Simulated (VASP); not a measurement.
# Cr (Pm-3n) in VASP: a series of runs, part 2 of 2

VASP 6.6.1. Earlier steps stand in the parts before.

**3. Relaxation of cell and atoms, revPBE**

This run uses another cell than the first one, of 11.99 Å³/atom, 1.009 times its volume.

Contents of INCAR:

```
SYSTEM = Cr
PREC = Accurate ; ENCUT = 600
EDIFF = 1E-6 ; ISMEAR = -1
SIGMA = 0.1 ; LREAL = .False.
LASPH = .True. ; NELM = 60
ALGO = Normal ; ISIF = 3
LWAVE = .False. ; LCHARG = .False.
GGA = RE ; IBRION = 2
NSW = 80 ; EDIFFG = -0.01
```

Contents of KPOINTS:

```
Automatic mesh
0
Gamma
  6 6 6
  0 0 0
```

Contents of POSCAR:

```
Cr
1.0
    4.5779058938      0.0000000000      0.0000000000
    0.0000000000      4.5779058938      0.0000000000
    0.0000000000      0.0000000000      4.5779058938
Cr
8
Direct
    0.0000000000      0.0000000000      0.0000000000
    0.5000000000      0.5000000000      0.5000000000
    0.2500000000      0.0000000000      0.5000000000
    0.7500000000      0.0000000000      0.5000000000
    0.5000000000      0.2500000000      0.0000000000
    0.5000000000      0.7500000000      0.0000000000
    0.0000000000      0.5000000000      0.2500000000
    0.0000000000      0.5000000000      0.7500000000
```

Potentials or basis: VASP PAW PBE potentials, release 64 (Cr_pv).

Started as:

```sh
$ cat potpaw_PBE.64/Cr_pv/POTCAR > POTCAR
$ mpirun -np 1 vasp_std > vasp.out
```

OUTCAR:

```text
SYSTEM = Cr
   PREC = Accurate
   ENCUT = 600
   EDIFF = 1E-6
   ISMEAR = -1
   LREAL = .False.
   LASPH = .True.
   NELM = 60
   ISIF = 3
   GGA = RE
   IBRION = 2
   NSW = 80
   EDIFFG = -0.01

 ion  position               nearest neighbor table
   1  0.000  0.000  0.000-   3 2.56   4 2.56   5 2.56   6 2.56   7 2.56   8 2.56   3 2.56   4 2.56
                             7 2.56   8 2.56   5 2.56   6 2.56
   2  0.500  0.500  0.500-   3 2.56   4 2.56   5 2.56   6 2.56   7 2.56   8 2.56   5 2.56   6 2.56
                             3 2.56   4 2.56   7 2.56   8 2.56
   3  0.250  0.000  0.500-   4 2.29   4 2.29   1 2.56   1 2.56   2 2.56   2 2.56   8 2.80   5 2.80
                             5 2.80   6 2.80   6 2.80   7 2.80   8 2.80   7 2.80
   4  0.750  0.000  0.500-   3 2.29   3 2.29   1 2.56   1 2.56   2 2.56   2 2.56   8 2.80   5 2.80
                             5 2.80   6 2.80   6 2.80   7 2.80   8 2.80   7 2.80
   5  0.500  0.250  0.000-   6 2.29   6 2.29   1 2.56   2 2.56   2 2.56   1 2.56   8 2.80   4 2.80
                             3 2.80   4 2.80   3 2.80   7 2.80   7 2.80   8 2.80
   6  0.500  0.750  0.000-   5 2.29   5 2.29   1 2.56   2 2.56   2 2.56   1 2.56   8 2.80   4 2.80
                             3 2.80   4 2.80   3 2.80   7 2.80   7 2.80   8 2.80
   7  0.000  0.500  0.250-   8 2.29   8 2.29   1 2.56   2 2.56   1 2.56   2 2.56   3 2.80   4 2.80
                             5 2.80   3 2.80   4 2.80   6 2.80   5 2.80   6 2.80
   8  0.000  0.500  0.750-   7 2.29   7 2.29   1 2.56   2 2.56   1 2.56   2 2.56   3 2.80   4 2.80
                             5 2.80   3 2.80   4 2.80   6 2.80   5 2.80   6 2.80

  LATTYP: Found a simple cubic cell.
 ALAT       =     4.5779058938

  Lattice vectors:

 A1 = (   4.5779058938,   0.0000000000,   0.0000000000)
 A2 = (   0.0000000000,   4.5779058938,   0.0000000000)
 A3 = (   0.0000000000,   0.0000000000,   4.5779058938)

Analysis of symmetry for initial positions (statically):
=====================================================================
 Subroutine PRICEL returns:
 Original cell was already a primitive cell.

 Routine SETGRP: Setting up the symmetry group for a
 simple cubic supercell.

 Subroutine GETGRP returns: Found 48 space group operations
 (whereof 24 operations were pure point group operations)
 out of a pool of 48 trial point group operations.

The static configuration has the point symmetry T_h .
 The point group associated with its full space group is O_h .

Analysis of symmetry for dynamics (positions and initial velocities):
=====================================================================
 Subroutine PRICEL returns:
 Original cell was already a primitive cell.

 Routine SETGRP: Setting up the symmetry group for a
 simple cubic supercell.

 Subroutine GETGRP returns: Found 48 space group operations
 (whereof 24 operations were pure point group operations)
 out of a pool of 48 trial point group operations.

The dynamic configuration has the point symmetry T_h .
 The point group associated with its full space group is O_h .

 Subroutine INISYM returns: Found 48 space group operations
 (whereof 24 operations are pure point group operations),
 and found     1 'primitive' translations

----------------------------------------------------------------------------------------

                                     Primitive cell

  volume of cell :      95.9402

  direct lattice vectors                    reciprocal lattice vectors
     4.577905894  0.000000000  0.000000000     0.218440489  0.000000000  0.000000000
     0.000000000  4.577905894  0.000000000     0.000000000  0.218440489  0.000000000
     0.000000000  0.000000000  4.577905894     0.000000000  0.000000000  0.218440489

  length of vectors
     4.577905894  4.577905894  4.577905894     0.218440489  0.218440489  0.218440489
[... 44 lines left out ...]
 ===========================================

 Found     20 irreducible k-points:

 Following reciprocal coordinates:
            Coordinates               Weight
  0.000000  0.000000  0.000000      1.000000
  0.166667  0.000000  0.000000      6.000000
  0.333333  0.000000  0.000000      6.000000
  0.500000  0.000000  0.000000      3.000000
  0.166667  0.166667  0.000000     12.000000
  0.333333  0.166667  0.000000     24.000000
[... 12 lines left out ...]
  0.500000  0.500000  0.333333      6.000000
  0.500000  0.500000  0.500000      1.000000
   k-points           NKPTS =     20   k-points in BZ     NKDIM =     20   number of bands    NBANDS=     57
   number of dos      NEDOS =    301   number of ions     NIONS =      8
   total plane-waves  NPLWV =  64000
   dimension x,y,z NGX =    40 NGY =   40 NGZ =   40
   dimension x,y,z NGXF=    80 NGYF=   80 NGZF=   80
   ions per type =               8
   NGX,Y,Z   is equivalent  to a cutoff of  14.53, 14.53, 14.53 a.u.
   NGXF,Y,Z  is equivalent  to a cutoff of  29.05, 29.05, 29.05 a.u.
 SYSTEM =  Cr
   PREC   = accura    normal or accurate (medium, high low for compatibility)
   ISTART =      0    job   : 0-new  1-cont  2-samecut
   ICHARG =      2    charge: 1-file 2-atom 10-const
   ISPIN  =      1    spin polarized calculation?
   LNONCOLLINEAR =      F non collinear calculations
   LSORBIT =      F    spin-orbit coupling
   LASPH  =      T    aspherical Exc in radial PAW
   ENCUT  =  600.0 eV  44.10 Ry    6.64 a.u.   9.14  9.14  9.14*2*pi/ulx,y,z
   NELM   =     60;   NELMIN=  2; NELMDL= -5     # of ELM steps
   EDIFF  = 0.1E-05   stopping-criterion for ELM
   LREAL  =      F    real-space projection
   EDIFFG = -.1E-01   stopping-criterion for IOM
   NSW    =     80    number of steps for IOM
   IBRION =      2    ionic relax: 0-MD 1-quasi-New 2-CG
   NFREE  =      1    steps in history (QN), initial steepest desc. (CG)
   ISIF   =      3    stress and relaxation
   ISYM   =      2    0-nonsym 1-usesym 2-fastsym
   POTIM  = 0.5000    time-step for ionic-motion
   TEBEG  =    0.0;   TEEND  =   0.0 temperature during run
   PSTRESS=    0.0 pullay stress
   NELECT =      96.0000    total number of electrons
   NUPDOWN=      -1.0000    fix difference up-down
   EMIN   =  10.00;   EMAX   =-10.00  energy-range for DOS
   EFERMI =   0.00;   METHOD = LEGACY
   ISMEAR =    -1;   SIGMA  =   0.10  broadening in eV -4-tet -1-fermi 0-gaus
   EFERMI_NEDOS =   21; number of points for ismear=-14 and -15
   IALGO  =     38    algorithm
   IMIX   =      4    mixing-type and parameters
     AMIX     =   0.40;   BMIX     =  1.00
     AMIX_MAG =   1.60;   BMIX_MAG =  1.00
  volume/ion in A,a.u.               =      11.99        80.93
  Fermi-wavevector in a.u.,A,eV,Ry     =   1.637439  3.094310 36.480015  2.681205
  Thomas-Fermi vector in A             =   2.728578
   LORBIT       =      0    0 simple, 1 ext, 2 COOP (PROOUT), +10 PAW based schemes
   GGA     = RE    functional components
   LHFCALC =     F    Hartree Fock is set to
   AEXX    =    0.0000 exact exchange contribution
   IVDW    =     0    specifies the selected vdW correction
   LEPSILON=     F    determine dielectric tensor
   LRPA    =     F    only Hartree local field effects (RPA)
 conjugate gradient relaxation of ions
 non-spin polarized calculation
  energy-cutoff  :      600.00
  volume of cell :       95.94
 maximum number of plane-waves:      3218
 NGX is ok and might be reduce to    40
   NGX = 19   NGY = 19   NGZ = 19

--------------------------------------- Ionic step        1  -------------------------------------------

 number of electron      95.9999979 magnetization

 Free energy of the ion-electron system (eV)
  ---------------------------------------------------
  ext. energy  EPLUGINS =         0.00000000
  ---------------------------------------------------
  free energy    TOTEN  =       -72.35031970 eV

  energy without entropy =      -72.14142701  energy(sigma->0) =      -72.24587336

------------------------ aborting loop because EDIFF is reached ----------------------------------------

  FORCE on cell =-STRESS in cart. coord.  units (eV):
  Direction    XX          YY          ZZ          XY          YZ          ZX
  --------------------------------------------------------------------------------------
  -------------------------------------------------------------------------------------
  Total       -1.4252775     -1.4252775     -1.4252775      0.0000000      0.0000000      0.0000000
  in kB      -23.8017802    -23.8017802    -23.8017802      0.0000000      0.0000000      0.0000000
  external PRESSURE =     -23.8017802 kB  Pullay stress =       0.0000000 kB
[... 71 lines left out ...]
--------------------------------------- Ionic step        3  -------------------------------------------

 number of electron      95.9999954 magnetization

 Free energy of the ion-electron system (eV)
  ---------------------------------------------------
  ext. energy  EPLUGINS =         0.00000000
  ---------------------------------------------------
  free energy    TOTEN  =       -72.35770090 eV

  energy without entropy =      -72.15103872  energy(sigma->0) =      -72.25436981

 E-fermi :  10.5146     XC(G=0): -13.4191

 val. band max:       10.4908956081   @ k =   0.5000   0.1667   0.0000
 cond. band min:      10.5391695056   @ k =   0.5000   0.3333   0.0000
 fundamental gap:      0.0482738975
 Fermi energy:        10.5146175052

 k-point     1 :       0.0000    0.0000    0.0000
  band No.  band energies     occupation
      1     -33.1752      2.00000
      2     -33.1752      2.00000
      3     -33.0719      2.00000
      4     -32.8722      2.00000
      5     -32.8722      2.00000
      6     -32.8722      2.00000
[... 1224 lines left out ...]
  FREE ENERGIE OF THE ION-ELECTRON SYSTEM (eV)
  ---------------------------------------------------
  free  energy   TOTEN  =       -72.3577009023 eV

  energy  without entropy=      -72.1510387247  energy(sigma->0) =      -72.25436981

 reached required accuracy - stopping structural energy minimisation
```

It took 3.8 min on 1 thread of AMD EPYC 9R45 (Zen 5), shared host; peak memory 0.26 GiB.

Results:

```
Free energy                            : -72.3577 eV
Relaxed volume                         : 11.87 Å³/atom
Relaxed cell                           : a = 4.562 Å, b = 4.562 Å, c = 4.562 Å, α = 90.00°, β = 90.00°, γ = 90.00°
Space group after relaxing (to 0.05 Å) : Pm-3n (No. 223)
Energy gained by relaxing              : 0.9 meV/atom
Ionic steps                            : 3
Pressure after relaxing                : 0.0 GPa
Band gap on the k mesh                 : zero (band 48 reaches 10.63 eV, above the bottom of band 49 at 10.23 eV)
```

The path:
```
step  energy change (eV)  largest force (eV/Å)  pressure (GPa)  volume (Å³)
   1              0.0000                0.0000           -2.38        95.94
   2              0.0104                0.0000            3.92        93.49
   3             -0.0074                0.0000           -0.01        94.97
```

Final structure:
```
Cr
1.0
     4.56238    0.00000    0.00000
     0.00000    4.56238    0.00000
     0.00000    0.00000    4.56238
Cr
8
Direct
  0.00000 0.00000 0.00000
  0.50000 0.50000 0.50000
  0.25000 0.00000 0.50000
  0.75000 0.00000 0.50000
  0.50000 0.25000 0.00000
  0.50000 0.75000 0.00000
  0.00000 0.50000 0.25000
  0.00000 0.50000 0.75000
```

Caveat: the PAW data sets were made with another functional, which shifts forces and pressure a little; the run has no spin polarisation, though such a crystal can be magnetic.
